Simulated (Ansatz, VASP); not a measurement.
# TiGeSb in VASP and in Ansatz

```
Ti Ge Sb
1.0
     3.70220    0.00000    0.00000
     0.00000    3.70220    0.00000
     0.00000    0.00000    8.21370
Ti Ge Sb
2 2 2
Direct
  0.50000 0.00000 0.24875
  0.00000 0.50000 0.75125
  0.00000 0.00000 0.00000
  0.50000 0.50000 0.00000
  0.50000 0.00000 0.61556
  0.00000 0.50000 0.38444
```

Alike in both runs: task single point; functional LDA; k mesh 6 × 6 × 3; occupations fermi-dirac, width 0.05 eV; no spin polarisation.

|  | VASP | Ansatz |
| --- | --- | --- |
| version | VASP 6.6.1 | Ansatz 0.2.0 |
| potentials or method | VASP PAW LDA potentials, release 64 (Ti_sv, Ge_d, Sb), cutoff 520 eV | plane waves, PAW |
| valence electrons in the cell | 62 | 82 |

```tsv
	VASP	Ansatz	Ansatz less VASP
pressure (GPa)	-5.1	-5.3	-0.23
```

LDA's correlation is that of Perdew and Zunger in VASP and of Perdew and Wang (1992) in Ansatz. VASP's potentials hold 62 valence electrons a cell and Ansatz's 82, so a difference there can come from the potentials and not from the codes.

Spin-orbit coupling is off throughout.
